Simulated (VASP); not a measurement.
# Hf3C (Pm-3m) in VASP: further runs

The runs below take Hf3C through single point, relaxation of cell and atoms, with PBE.

Program: VASP 6.6.1. These are calculated values, not measurements. Logs are shortened: lines on timing, memory, paths and dates and some standing lists are left out, and cuts for length are marked.

### 1 The cell of the first run

The structure is cubic, space group Pm-3m (No. 221). Conventional cell: a = 4.088 Å, b = 4.088 Å, c = 4.088 Å, α = 90.00°, β = 90.00°, γ = 90.00°. Within 3.8 Å of Hf (site symmetry 4/mmm) lie 8 Hf at 2.89 Å and 4 C at 2.89 Å. Within 3.8 Å of C (site symmetry m-3m) lie 12 Hf at 2.89 Å.

### 2 Single point, PBE

INCAR

```
PREC     = Accurate       # precision mode
ENCUT    = 520            # plane-wave cutoff, eV
EDIFF    = 1E-6           # SCF threshold, eV
ISMEAR   = 0              # smearing method
SIGMA    = 0.1            # smearing width, eV
LREAL    = False          # projectors in reciprocal space
LASPH    = True           # aspherical terms in the spheres
NELM     = 80             # most SCF steps
ALGO     = Normal         # electronic algorithm
ISIF     = 2              # what is computed and relaxed
LWAVE    = False          # write WAVECAR
LCHARG   = False          # write CHGCAR
GGA      = PE             # functional
NBANDS   = 25             # bands
```

KPOINTS

```
Automatic mesh
0
Gamma
  12 12 12
```

POSCAR

```
Hf3C
1.0
    4.0877464647      0.0000000000      0.0000000000
    0.0000000000      4.0877464647      0.0000000000
    0.0000000000      0.0000000000      4.0877464647
Hf C
3 1
Direct
    0.0000000000      0.5000000000      0.5000000000
    0.5000000000      0.0000000000      0.5000000000
    0.5000000000      0.5000000000      0.0000000000
    0.0000000000      0.0000000000      0.0000000000
```

Potentials or basis: VASP PAW PBE potentials, release 64 (Hf_pv, C).

The run is started by

```console
$ cat potpaw_PBE.64/Hf_pv/POTCAR potpaw_PBE.64/C/POTCAR > POTCAR
$ mpirun -np 1 vasp_std > vasp.out
```

OUTCAR:

```text
PREC = Accurate
   ENCUT = 520
   EDIFF = 1E-6
   ISMEAR = 0
   LREAL = False
   LASPH = True
   NELM = 80
   ISIF = 2
   GGA = PE

 ion  position               nearest neighbor table
   1  0.000  0.500  0.500-   2 2.89   3 2.89   4 2.89   3 2.89   4 2.89   2 2.89   4 2.89   4 2.89
                             2 2.89   3 2.89   3 2.89   2 2.89
   2  0.500  0.000  0.500-   1 2.89   3 2.89   4 2.89   3 2.89   4 2.89   1 2.89   3 2.89   3 2.89
                             1 2.89   4 2.89   4 2.89   1 2.89
   3  0.500  0.500  0.000-   1 2.89   2 2.89   4 2.89   1 2.89   2 2.89   2 2.89   4 2.89   2 2.89
                             1 2.89   4 2.89   1 2.89   4 2.89
   4  0.000  0.000  0.000-   1 2.89   2 2.89   3 2.89   1 2.89   2 2.89   1 2.89   3 2.89   1 2.89
                             2 2.89   3 2.89   2 2.89   3 2.89

  LATTYP: Found a simple cubic cell.
 ALAT       =     4.0877464647

  Lattice vectors:

 A1 = (   4.0877464647,   0.0000000000,   0.0000000000)
 A2 = (   0.0000000000,   4.0877464647,   0.0000000000)
 A3 = (   0.0000000000,   0.0000000000,   4.0877464647)

Analysis of symmetry for initial positions (statically):
=====================================================================
 Subroutine PRICEL returns:
 Original cell was already a primitive cell.

 Routine SETGRP: Setting up the symmetry group for a
 simple cubic supercell.

 Subroutine GETGRP returns: Found 48 space group operations
 (whereof 48 operations were pure point group operations)
 out of a pool of 48 trial point group operations.

The static configuration has the point symmetry O_h .

Analysis of symmetry for dynamics (positions and initial velocities):
=====================================================================
 Subroutine PRICEL returns:
 Original cell was already a primitive cell.

 Routine SETGRP: Setting up the symmetry group for a
 simple cubic supercell.

 Subroutine GETGRP returns: Found 48 space group operations
 (whereof 48 operations were pure point group operations)
 out of a pool of 48 trial point group operations.

The dynamic configuration has the point symmetry O_h .

 Subroutine INISYM returns: Found 48 space group operations
 (whereof 48 operations are pure point group operations),
 and found     1 'primitive' translations

----------------------------------------------------------------------------------------

                                     Primitive cell

  volume of cell :      68.3049

[... 86 lines left out ...]
   ISPIN  =      1    spin polarized calculation?
   LNONCOLLINEAR =      F non collinear calculations
   LSORBIT =      F    spin-orbit coupling
   LASPH  =      T    aspherical Exc in radial PAW
   ENCUT  =  520.0 eV  38.22 Ry    6.18 a.u.   7.60  7.60  7.60*2*pi/ulx,y,z
   NELM   =     80;   NELMIN=  2; NELMDL= -5     # of ELM steps
   EDIFF  = 0.1E-05   stopping-criterion for ELM
   LREAL  =      F    real-space projection
   EDIFFG = 0.1E-04   stopping-criterion for IOM
   NSW    =      0    number of steps for IOM
   IBRION =     -1    ionic relax: 0-MD 1-quasi-New 2-CG
   NFREE  =      0    steps in history (QN), initial steepest desc. (CG)
   ISIF   =      2    stress and relaxation
   ISYM   =      2    0-nonsym 1-usesym 2-fastsym
   POTIM  = 0.5000    time-step for ionic-motion
   TEBEG  =    0.0;   TEEND  =   0.0 temperature during run
   PSTRESS=    0.0 pullay stress
   NELECT =      34.0000    total number of electrons
   NUPDOWN=      -1.0000    fix difference up-down
   EMIN   =  10.00;   EMAX   =-10.00  energy-range for DOS
   EFERMI =   0.00;   METHOD = LEGACY
   ISMEAR =     0;   SIGMA  =   0.10  broadening in eV -4-tet -1-fermi 0-gaus
   EFERMI_NEDOS =   21; number of points for ismear=-14 and -15
   IALGO  =     38    algorithm
   IMIX   =      4    mixing-type and parameters
     AMIX     =   0.40;   BMIX     =  1.00
     AMIX_MAG =   1.60;   BMIX_MAG =  1.00
  volume/ion in A,a.u.               =      17.08       115.24
  Fermi-wavevector in a.u.,A,eV,Ry     =   1.297430  2.451787 22.903013  1.683324
  Thomas-Fermi vector in A             =   2.428823
   LORBIT       =      0    0 simple, 1 ext, 2 COOP (PROOUT), +10 PAW based schemes
   GGA     = PE    functional components
   LHFCALC =     F    Hartree Fock is set to
   AEXX    =    0.0000 exact exchange contribution
   IVDW    =     0    specifies the selected vdW correction
   LEPSILON=     F    determine dielectric tensor
   LRPA    =     F    only Hartree local field effects (RPA)
 non-spin polarized calculation
 Gauss-broadening in eV      SIGMA  =   0.10
  energy-cutoff  :      520.00
  volume of cell :       68.30
 maximum number of plane-waves:      1856
   NGX = 15   NGY = 15   NGZ = 15

 number of electron      34.0000017 magnetization

 Free energy of the ion-electron system (eV)
  ---------------------------------------------------
  ext. energy  EPLUGINS =         0.00000000
  ---------------------------------------------------
  free energy    TOTEN  =       -35.65135102 eV

  energy without entropy =      -35.64004174  energy(sigma->0) =      -35.64569638

 E-fermi :   5.6912     XC(G=0): -11.7760

 val. band max:        5.6803011472   @ k =   0.4167   0.2500   0.0000
 cond. band min:       5.6980434856   @ k =   0.2500   0.1667   0.0000
 fundamental gap:      0.0177423384
 Fermi energy:         5.6912412028

 k-point     1 :       0.0000    0.0000    0.0000
  band No.  band energies     occupation
      1     -25.3250      2.00000
      2     -25.3250      2.00000
      3     -25.3250      2.00000
      4     -24.6323      2.00000
      5     -24.6323      2.00000
      6     -24.6323      2.00000
[... 661 lines left out ...]
     24       9.3553      0.00000
     25      10.2243      0.00000

 [... further k-points ...]
[... 5 lines left out ...]
  --------------------------------------------------------------------------------------
  -------------------------------------------------------------------------------------
  Total       -0.2983595     -0.2983595     -0.2983595     -0.0000000     -0.0000000      0.0000000
  in kB       -6.9983984     -6.9983984     -6.9983984     -0.0000000     -0.0000000      0.0000000
  external PRESSURE =      -6.9983984 kB  Pullay stress =       0.0000000 kB

 VOLUME and BASIS-vectors are now :
 -----------------------------------------------------------------------------
  energy-cutoff  :      520.00
  volume of cell :       68.30
      direct lattice vectors                 reciprocal lattice vectors
     4.087746465  0.000000000  0.000000000     0.244633567  0.000000000  0.000000000
     0.000000000  4.087746465  0.000000000     0.000000000  0.244633567  0.000000000
     0.000000000  0.000000000  4.087746465     0.000000000  0.000000000  0.244633567

 POSITION                                       TOTAL-FORCE (eV/Angst)
 -----------------------------------------------------------------------------------
      0.00000      2.04387      2.04387         0.000000      0.000000      0.000000
      2.04387      0.00000      2.04387         0.000000      0.000000      0.000000
      2.04387      2.04387      0.00000         0.000000      0.000000      0.000000
      0.00000      0.00000      0.00000         0.000000      0.000000      0.000000
 -----------------------------------------------------------------------------------
    total drift:                                0.000000      0.000000     -0.000000

  FREE ENERGIE OF THE ION-ELECTRON SYSTEM (eV)
  ---------------------------------------------------
  free  energy   TOTEN  =       -35.6513510211 eV

  energy  without entropy=      -35.6400417382  energy(sigma->0) =      -35.64569638
```

Wall time 61 s (1 thread of Intel Xeon 6975P-C (Granite Rapids), shared host); peak memory 0.24 GiB.

Results:

- Free energy: -35.6514 eV
- Pressure: -0.7 GPa
- Band gap on the k mesh: zero (bands 17 and 18 overlap by 2.37 eV)

Caveat: spin-orbit coupling is left out, which moves the levels of the heavy elements.

### 3 Relaxation of cell and atoms, PBE

INCAR

```
SYSTEM = Hf3C
ALGO = Normal
EDIFF = 1E-7
EDIFFG = -0.01
ENCUT = 600
GGA = PE
IBRION = 2
ISIF = 3
ISMEAR = 0
LASPH = .TRUE.
LCHARG = .FALSE.
LREAL = .FALSE.
LWAVE = .FALSE.
NELM = 80
NSW = 100
PREC = Accurate
SIGMA = 0.1
```

KPOINTS

```
k-points
0
G
  12 12 12
  0 0 0
```

POSCAR

```
Hf3C
1.0
    4.0861004288      0.0000000000      0.0000000000
    0.0000000000      4.0861004288      0.0000000000
    0.0000000000      0.0000000000      4.0861004288
Hf C
3 1
Direct
    0.0000000000      0.5000000000      0.5000000000
    0.5000000000      0.0000000000      0.5000000000
    0.5000000000      0.5000000000      0.0000000000
    0.0000000000      0.0000000000      0.0000000000
```

Potentials or basis: VASP PAW PBE potentials, release 64 (Hf_pv, C).

The run is started by

```console
$ cat potpaw_PBE.64/Hf_pv/POTCAR potpaw_PBE.64/C/POTCAR > POTCAR
$ mpirun -np 1 vasp_std > vasp.out
```

OUTCAR:

```text
SYSTEM = Hf3C
   EDIFF = 1E-7
   EDIFFG = -0.01
   ENCUT = 600
   GGA = PE
   IBRION = 2
   ISIF = 3
   ISMEAR = 0
   LASPH = .TRUE.
   LREAL = .FALSE.
   NELM = 80
   NSW = 100
   PREC = Accurate

 ion  position               nearest neighbor table
   1  0.000  0.500  0.500-   2 2.89   3 2.89   4 2.89   3 2.89   4 2.89   2 2.89   4 2.89   4 2.89
                             2 2.89   3 2.89   3 2.89   2 2.89
   2  0.500  0.000  0.500-   1 2.89   3 2.89   4 2.89   3 2.89   4 2.89   1 2.89   3 2.89   3 2.89
                             1 2.89   4 2.89   4 2.89   1 2.89
   3  0.500  0.500  0.000-   1 2.89   2 2.89   4 2.89   1 2.89   2 2.89   2 2.89   4 2.89   2 2.89
                             1 2.89   4 2.89   1 2.89   4 2.89
   4  0.000  0.000  0.000-   1 2.89   2 2.89   3 2.89   1 2.89   2 2.89   1 2.89   3 2.89   1 2.89
                             2 2.89   3 2.89   2 2.89   3 2.89

  LATTYP: Found a simple cubic cell.
 ALAT       =     4.0861004288

  Lattice vectors:

 A1 = (   4.0861004288,   0.0000000000,   0.0000000000)
 A2 = (   0.0000000000,   4.0861004288,   0.0000000000)
 A3 = (   0.0000000000,   0.0000000000,   4.0861004288)

Analysis of symmetry for initial positions (statically):
=====================================================================
 Subroutine PRICEL returns:
 Original cell was already a primitive cell.
[... 179 lines left out ...]

  FORCE on cell =-STRESS in cart. coord.  units (eV):
  Direction    XX          YY          ZZ          XY          YZ          ZX
  --------------------------------------------------------------------------------------
  -------------------------------------------------------------------------------------
  Total       -0.2477743     -0.2477743     -0.2477743      0.0000000      0.0000000     -0.0000000
  in kB       -5.8188839     -5.8188839     -5.8188839      0.0000000      0.0000000     -0.0000000
  external PRESSURE =      -5.8188839 kB  Pullay stress =       0.0000000 kB
[... 63 lines left out ...]
--------------------------------------- Ionic step        3  -------------------------------------------

 number of electron      33.9999998 magnetization

 Free energy of the ion-electron system (eV)
  ---------------------------------------------------
  ext. energy  EPLUGINS =         0.00000000
  ---------------------------------------------------
  free energy    TOTEN  =       -35.65317339 eV

  energy without entropy =      -35.64202740  energy(sigma->0) =      -35.64760040

 E-fermi :   5.7417     XC(G=0): -11.8058

 val. band max:        5.7282537744   @ k =   0.4167   0.2500   0.0000
 cond. band min:       5.7438204240   @ k =   0.2500   0.1667   0.0000
 fundamental gap:      0.0155666495
 Fermi energy:         5.7417315447

 k-point     1 :       0.0000    0.0000    0.0000
  band No.  band energies     occupation
      1     -25.2783      2.00000
      2     -25.2783      2.00000
      3     -25.2783      2.00000
      4     -24.5698      2.00000
      5     -24.5698      2.00000
      6     -24.5698      2.00000
[... 565 lines left out ...]
     20       7.5455      0.00000
     21       7.6375      0.00000

 [... further k-points ...]
[... 5 lines left out ...]
  --------------------------------------------------------------------------------------
  -------------------------------------------------------------------------------------
  Total        0.0027392      0.0027392      0.0027392     -0.0000000      0.0000000      0.0000000
  in kB        0.0646531      0.0646531      0.0646531     -0.0000000      0.0000000      0.0000000
  external PRESSURE =       0.0646531 kB  Pullay stress =       0.0000000 kB
[... 19 lines left out ...]
  FREE ENERGIE OF THE ION-ELECTRON SYSTEM (eV)
  ---------------------------------------------------
  free  energy   TOTEN  =       -35.6531733922 eV

  energy  without entropy=      -35.6420274032  energy(sigma->0) =      -35.64760040

 reached required accuracy - stopping structural energy minimisation
```

OSZICAR:

```text
N       E                     dE             d eps       ncg     rms          rms(c)
DAV:   1     0.129450988686E+03    0.12945E+03   -0.21050E+04  3528   0.177E+03
[... 25 lines left out ...]
DAV:   1    -0.356551090081E+02   -0.23278E-02   -0.52917E-02  3538   0.174E+00    0.649E-01
DAV:   2    -0.356537122580E+02    0.13968E-02   -0.36718E-03  3793   0.422E-01    0.169E-01
DAV:   3    -0.356532533518E+02    0.45891E-03   -0.81292E-04  4031   0.190E-01    0.546E-02
DAV:   4    -0.356531790703E+02    0.74281E-04   -0.18464E-04  4140   0.938E-02    0.550E-02
DAV:   5    -0.356531749411E+02    0.41292E-05   -0.11046E-05  4539   0.200E-02    0.307E-02
DAV:   6    -0.356531733643E+02    0.15768E-05   -0.19410E-06  4250   0.756E-03    0.392E-03
DAV:   7    -0.356531733922E+02   -0.27889E-07   -0.12225E-07  2996   0.207E-03
   3 F= -.35653173E+02 E0= -.35647600E+02  d E =-.625708E-03
```

It took 2.7 min on 1 thread of Intel Xeon 6975P-C (Granite Rapids), shared host; peak memory 0.29 GiB.

What came out:

- Free energy: -35.6532 eV
- Relaxed volume: 16.97 Å³/atom
- Relaxed cell: a = 4.079 Å, b = 4.079 Å, c = 4.079 Å, α = 90.00°, β = 90.00°, γ = 90.00°
- Space group after relaxing (to 0.1 Å): Pm-3m (No. 221)
- Energy gained by relaxing: 0.2 meV/atom
- Ionic steps: 3
- Pressure after relaxing: 0.0 GPa
- Band gap on the k mesh: zero (bands 17 and 18 overlap by 2.38 eV)

Step by step:
```csv
step,energy change (eV),largest force (eV/Å),pressure (GPa),volume (Å³)
1,0.0000,0.0000,-0.58,68.22
2,-0.0002,0.0000,0.47,67.61
3,-0.0006,0.0000,0.01,67.88
```

Final structure:
```
CELL_PARAMETERS angstrom
4.07927 0.00000 0.00000
0.00000 4.07927 0.00000
0.00000 0.00000 4.07927
ATOMIC_POSITIONS crystal
Hf 0.00000 0.50000 0.50000
Hf 0.50000 0.00000 0.50000
Hf 0.50000 0.50000 0.00000
C 0.00000 0.00000 0.00000
```

Caveat: spin-orbit coupling is left out, which moves the levels of the heavy elements.
